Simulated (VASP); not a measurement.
# Ir in VASP: single point with r2SCAN

Aim: the single point of Ir with r2SCAN.

All numbers are computed with VASP 6.6.1; they aren't measurements. Logs are shortened: lines on timing, memory, paths and dates and some standing lists are left out, and cuts for length are marked.

### Step 1. The cell of the first run

The typed cell holds 1 atom: a = 2.639 Å, b = 2.639 Å, c = 3.047 Å, α = 54.73°, β = 54.73°, γ = 70.53°.

This isn't the form of Ir at room conditions, which is fcc.

### Step 2. Single point, r2SCAN

POSCAR reads:

```
Ir
1.0
    0.0000000000      2.1548988710      1.5235135018
    2.1548988710      0.0000000000      1.5235135018
    2.1548988710      2.1548988710      0.0000000000
Ir
1
Direct
    0.0000000000      0.0000000000      0.0000000000
```

INCAR.step1 reads:

```
SYSTEM = Ir
PREC     = Accurate       ! precision mode
ENCUT    = 520            ! plane-wave cutoff, eV
ISMEAR   = 0              ! smearing method
SIGMA    = 0.15           ! smearing width, eV
LREAL    = .False.        ! projectors in reciprocal space
LASPH    = .True.         ! aspherical terms in the spheres
NELM     = 60             ! most SCF steps
NBANDS   = 10             ! bands
GGA      = PE             ! functional
ALGO     = Normal         ! electronic algorithm
EDIFF    = 1E-4           ! SCF threshold, eV
LWAVE    = .True.         ! write WAVECAR
LCHARG   = .False.        ! write CHGCAR
```

INCAR.step2 reads:

```
SYSTEM = Ir
PREC     = Accurate       ! precision mode
ENCUT    = 520            ! plane-wave cutoff, eV
EDIFF    = 1E-6           ! SCF threshold, eV
ISMEAR   = 0              ! smearing method
SIGMA    = 0.15           ! smearing width, eV
LREAL    = .False.        ! projectors in reciprocal space
LASPH    = .True.         ! aspherical terms in the spheres
NELM     = 60             ! most SCF steps
ALGO     = Normal         ! electronic algorithm
ISIF     = 2              ! what is computed and relaxed
LWAVE    = .False.        ! write WAVECAR
LCHARG   = .False.        ! write CHGCAR
METAGGA  = R2SCAN         ! meta-GGA
LMIXTAU  = .True.       
NBANDS   = 10             ! bands
ISTART   = 1
```

KPOINTS reads:

```
regular mesh
0
Gamma
  24 24 24
  0 0 0
```

Potentials or basis: VASP PAW PBE potentials, release 64 (Ir).

Started as:

```console
$ cat potpaw_PBE.64/Ir/POTCAR > POTCAR
$ cp INCAR.step1 INCAR
$ mpirun -np 1 vasp_std > vasp.out
$ cp INCAR.step2 INCAR
$ mpirun -np 1 vasp_std > vasp.out
```

OUTCAR:

```text
SYSTEM = Ir
   PREC = Accurate
   ENCUT = 520
   EDIFF = 1E-6
   ISMEAR = 0
   LREAL = .False.
   LASPH = .True.
   NELM = 60
   ISIF = 2
   METAGGA = R2SCAN
   ISTART = 1

 ion  position               nearest neighbor table
   1  0.000  0.000  0.000-

  LATTYP: Found a body centered tetragonal cell.
 ALAT       =     3.0474872089
 C/A-ratio  =     0.9998489886

  Lattice vectors:

 A1 = (   0.0000000000,  -2.1548988710,  -1.5235135018)
 A2 = (   0.0000000000,   2.1548988710,  -1.5235135018)
 A3 = (   2.1548988710,   0.0000000000,   1.5235135018)

Analysis of symmetry for initial positions (statically):
=====================================================================
 Subroutine PRICEL returns:
 Original cell was already a primitive cell.

 Routine SETGRP: Setting up the symmetry group for a
 body centered tetragonal supercell.

 Subroutine GETGRP returns: Found 16 space group operations
 (whereof 16 operations were pure point group operations)
 out of a pool of 16 trial point group operations.

The static configuration has the point symmetry D_4h.

Analysis of symmetry for dynamics (positions and initial velocities):
=====================================================================
 Subroutine PRICEL returns:
 Original cell was already a primitive cell.

 Routine SETGRP: Setting up the symmetry group for a
 body centered tetragonal supercell.

 Subroutine GETGRP returns: Found 16 space group operations
 (whereof 16 operations were pure point group operations)
 out of a pool of 16 trial point group operations.

The dynamic configuration has the point symmetry D_4h.

 Subroutine INISYM returns: Found 16 space group operations
 (whereof 16 operations are pure point group operations),
 and found     1 'primitive' translations

----------------------------------------------------------------------------------------

                                     Primitive cell

  volume of cell :      14.1491

  direct lattice vectors                    reciprocal lattice vectors
     0.000000000  2.154898871  1.523513502    -0.232029450  0.232029450  0.328188755
     2.154898871  0.000000000  1.523513502     0.232029450 -0.232029450  0.328188755
     2.154898871  2.154898871  0.000000000     0.232029450  0.232029450 -0.328188755

  length of vectors
     2.639068497  2.639068497  3.047487209     0.464093946  0.464093946  0.464093946

  position of ions in fractional coordinates (direct lattice)
     0.000000000  0.000000000  0.000000000

  ion indices of the primitive-cell ions
   primitive index   ion index
                 1           1

----------------------------------------------------------------------------------------

 KPOINTS: regular mesh

Automatic generation of k-mesh.
 Grid dimensions read from file:
 generate k-points for:   24   24   24

 Generating k-lattice:

  Cartesian coordinates                     Fractional coordinates (reciprocal lattice)
    -0.009667894  0.009667894  0.013674531     0.041666667  0.000000000  0.000000000
     0.009667894 -0.009667894  0.013674531     0.000000000  0.041666667  0.000000000
     0.009667894  0.009667894 -0.013674531     0.000000000  0.000000000  0.041666667

  Length of vectors
     0.019337248  0.019337248  0.019337248

  Shift w.r.t. Gamma in fractional coordinates (k-lattice)
     0.000000000  0.000000000  0.000000000

 Subroutine IBZKPT returns following result:
 ===========================================

 Found   1063 irreducible k-points:

 Following reciprocal coordinates:
            Coordinates               Weight
  0.000000  0.000000  0.000000      1.000000
  0.041667  0.000000  0.000000      8.000000
  0.083333 -0.000000  0.000000      8.000000
  0.125000  0.000000  0.000000      8.000000
  0.166667  0.000000  0.000000      8.000000
  0.208333 -0.000000  0.000000      8.000000
[... 16 lines left out ...]
  0.416667  0.041667  0.000000      8.000000
  0.458333  0.041667  0.000000      8.000000
 [... further k-points ...]
   k-points           NKPTS =   1063   k-points in BZ     NKDIM =   1063   number of bands    NBANDS=     10
   number of dos      NEDOS =    301   number of ions     NIONS =      1
   total plane-waves  NPLWV =   9600
   dimension x,y,z NGX =    20 NGY =   20 NGZ =   24
   dimension x,y,z NGXF=    40 NGYF=   40 NGZF=   48
   ions per type =               1
   NGX,Y,Z   is equivalent  to a cutoff of  12.60, 12.60, 13.09 a.u.
   NGXF,Y,Z  is equivalent  to a cutoff of  25.20, 25.20, 26.18 a.u.
 SYSTEM =  Ir
   PREC   = accura    normal or accurate (medium, high low for compatibility)
   ISTART =      1    job   : 0-new  1-cont  2-samecut
   ICHARG =      0    charge: 1-file 2-atom 10-const
   ISPIN  =      1    spin polarized calculation?
   LNONCOLLINEAR =      F non collinear calculations
   LSORBIT =      F    spin-orbit coupling
   LASPH  =      T    aspherical Exc in radial PAW
   ENCUT  =  520.0 eV  38.22 Ry    6.18 a.u.   4.91  4.91  5.67*2*pi/ulx,y,z
   NELM   =     60;   NELMIN=  2; NELMDL=  0     # of ELM steps
   EDIFF  = 0.1E-05   stopping-criterion for ELM
   LREAL  =      F    real-space projection
   EDIFFG = 0.1E-04   stopping-criterion for IOM
   NSW    =      0    number of steps for IOM
   IBRION =     -1    ionic relax: 0-MD 1-quasi-New 2-CG
   NFREE  =      0    steps in history (QN), initial steepest desc. (CG)
   ISIF   =      2    stress and relaxation
   ISYM   =      2    0-nonsym 1-usesym 2-fastsym
   POTIM  = 0.5000    time-step for ionic-motion
   TEBEG  =    0.0;   TEEND  =   0.0 temperature during run
   PSTRESS=    0.0 pullay stress
   NELECT =       9.0000    total number of electrons
   NUPDOWN=      -1.0000    fix difference up-down
   EMIN   =  10.00;   EMAX   =-10.00  energy-range for DOS
   EFERMI =   0.00;   METHOD = LEGACY
   ISMEAR =     0;   SIGMA  =   0.15  broadening in eV -4-tet -1-fermi 0-gaus
   EFERMI_NEDOS =   21; number of points for ismear=-14 and -15
   IALGO  =     38    algorithm
   IMIX   =      4    mixing-type and parameters
     AMIX     =   0.40;   BMIX     =  1.00
     AMIX_MAG =   1.60;   BMIX_MAG =  1.00
  volume/ion in A,a.u.               =      14.15        95.48
  Fermi-wavevector in a.u.,A,eV,Ry     =   1.407923  2.660589 26.970118  1.982248
  Thomas-Fermi vector in A             =   2.530133
   LORBIT       =      0    0 simple, 1 ext, 2 COOP (PROOUT), +10 PAW based schemes
   METAGGA = R2SCAN    functional components
   LHFCALC =     F    Hartree Fock is set to
   AEXX    =    0.0000 exact exchange contribution
   IVDW    =     0    specifies the selected vdW correction
   LEPSILON=     F    determine dielectric tensor
   LRPA    =     F    only Hartree local field effects (RPA)
 non-spin polarized calculation
 Gauss-broadening in eV      SIGMA  =   0.15
  energy-cutoff  :      520.00
  volume of cell :       14.15
 maximum number of plane-waves:       394
   NGX =  9   NGY =  9   NGZ = 11

 number of electron       9.0000000 magnetization

 Free energy of the ion-electron system (eV)
  ---------------------------------------------------
  ext. energy  EPLUGINS =         0.00000000
  ---------------------------------------------------
  free energy    TOTEN  =       -51.65985819 eV

  energy without entropy =      -51.62968455  energy(sigma->0) =      -51.64477137

 E-fermi :   9.9066     XC(G=0): -15.3083

 val. band max:        9.9056152437   @ k =   0.2500   0.0833   0.0000
 cond. band min:       9.9099471353   @ k =  -0.3750   0.1667   0.4167
 fundamental gap:      0.0043318916
 Fermi energy:         9.9065910851

 k-point     1 :       0.0000    0.0000    0.0000
  band No.  band energies     occupation
      1      -1.3352      2.00000
      2       6.0662      2.00000
      3       6.0675      2.00000
      4       6.0675      2.00000
      5       9.3044      2.00000
      6       9.3071      2.00000
      7      27.8443      0.00000
      8      27.8443      0.00000
      9      27.8481      0.00000
     10      39.4459      0.00000

 k-point     2 :       0.0417    0.0000    0.0000
  band No.  band energies     occupation
      1      -1.2493      2.00000
      2       6.0263      2.00000
      3       6.0655      2.00000
      4       6.1432      2.00000
      5       9.2488      2.00000
      6       9.3077      2.00000
      7      27.8993      0.00000
      8      27.9671      0.00000
      9      27.9784      0.00000
     10      38.4575      0.00000

 k-point     3 :       0.0833   -0.0000    0.0000
  band No.  band energies     occupation
      1      -0.9960      2.00000
      2       5.9091      2.00000
      3       6.0543      2.00000
      4       6.3704      2.00000
      5       9.0986      2.00000
      6       9.3166      2.00000
      7      28.0322      0.00000
      8      28.2770      0.00000
      9      28.3744      0.00000
     10      36.9938      0.00000

 k-point     4 :       0.1250    0.0000    0.0000
  band No.  band energies     occupation
      1      -0.5903      2.00000
      2       5.7277      2.00000
      3       6.0226      2.00000
      4       6.7431      2.00000
      5       8.9146      2.00000
      6       9.3345      2.00000
      7      28.1556      0.00000
      8      28.6043      0.00000
      9      29.0152      0.00000
     10      35.7437      0.00000
[... 222 lines left out ...]
 k-point    22 :       0.3750    0.0417    0.0000
  band No.  band energies     occupation
      1       2.0127      2.00000
      2       4.4108      2.00000
      3       7.3211      2.00000
      4       9.0979      2.00000
      5       9.9698      0.55117
      6      11.0326      0.00000
      7      21.6539      0.00000
      8      24.9346      0.00000
      9      30.1076      0.00000
     10      36.1682      0.00000

 k-point    23 :       0.4167    0.0417    0.0000
  band No.  band energies     occupation
      1       2.0001      2.00000
      2       4.2741      2.00000
      3       8.0011      2.00000
      4       9.2007      2.00000
      5      10.3083      0.00015
      6      11.7232      0.00000
      7      20.1645      0.00000
      8      24.3956      0.00000
      9      28.9549      0.00000
     10      36.2993      0.00000

 k-point    24 :       0.4583    0.0417    0.0000
  band No.  band energies     occupation
      1       1.9659      2.00000
      2       4.1898      2.00000
      3       8.5262      2.00000
      4       9.1483      2.00000
      5      10.7446      0.00000
      6      12.2008      0.00000
      7      19.0617      0.00000
      8      24.0620      0.00000
      9      28.1897      0.00000
     10      36.0889      0.00000

 [... further k-points ...]

------------------------ aborting loop because EDIFF is reached ----------------------------------------

  FORCE on cell =-STRESS in cart. coord.  units (eV):
  Direction    XX          YY          ZZ          XY          YZ          ZX
  --------------------------------------------------------------------------------------
  -------------------------------------------------------------------------------------
  Total        1.5407425      1.5407425      1.5290592      0.0000000      0.0000000      0.0000000
  in kB      174.4659025    174.4659025    173.1429386      0.0000000      0.0000000      0.0000000
  external PRESSURE =     174.0249146 kB  Pullay stress =       0.0000000 kB

 VOLUME and BASIS-vectors are now :
 -----------------------------------------------------------------------------
  energy-cutoff  :      520.00
  volume of cell :       14.15
      direct lattice vectors                 reciprocal lattice vectors
     0.000000000  2.154898871  1.523513502    -0.232029450  0.232029450  0.328188755
     2.154898871  0.000000000  1.523513502     0.232029450 -0.232029450  0.328188755
     2.154898871  2.154898871  0.000000000     0.232029450  0.232029450 -0.328188755

 POSITION                                       TOTAL-FORCE (eV/Angst)
 -----------------------------------------------------------------------------------
      0.00000      0.00000      0.00000         0.000000      0.000000      0.000000
 -----------------------------------------------------------------------------------
    total drift:                                0.000000     -0.000000      0.000000

  FREE ENERGIE OF THE ION-ELECTRON SYSTEM (eV)
  ---------------------------------------------------
  free  energy   TOTEN  =       -51.6598581937 eV

  energy  without entropy=      -51.6296845546  energy(sigma->0) =      -51.64477137
```

Run time: 4.9 min. Hardware: 1 thread of Intel Xeon Platinum 8559C (Emerald Rapids), shared host; peak memory 0.27 GiB.

Results:

```yaml
Free_energy: -51.6599 eV
Pressure: 17.4 GPa
Band_gap_on_the_k_mesh: zero (an odd number of electrons rules out a gap without spin polarisation)
```

Levels at points of the mesh, in eV from the Fermi level:
| k point | band 2 | band 3 | band 4 | band 5 | band 6 | band 7 |
| --- | --- | --- | --- | --- | --- | --- |
| (0.00, 0.00, 0.00) | -3.84 | -3.84 | -3.84 | -0.60 | -0.60 | 17.94 |
| (0.50, 0.00, 0.00) | -5.83 | -0.75 | -0.05 | -0.05 | 2.48 | 8.75 |
| (0.50, 0.50, 0.00) | -7.62 | 1.72 | 1.72 | 1.72 | 8.53 | 8.53 |
| (0.50, 0.00, 0.50) | -5.82 | -0.76 | -0.05 | -0.05 | 2.48 | 8.75 |

Caveat: the cell stands under pressure; the PAW data sets were made with another functional, which shifts forces and pressure a little; spin-orbit coupling is left out, which moves the levels of the heavy elements.
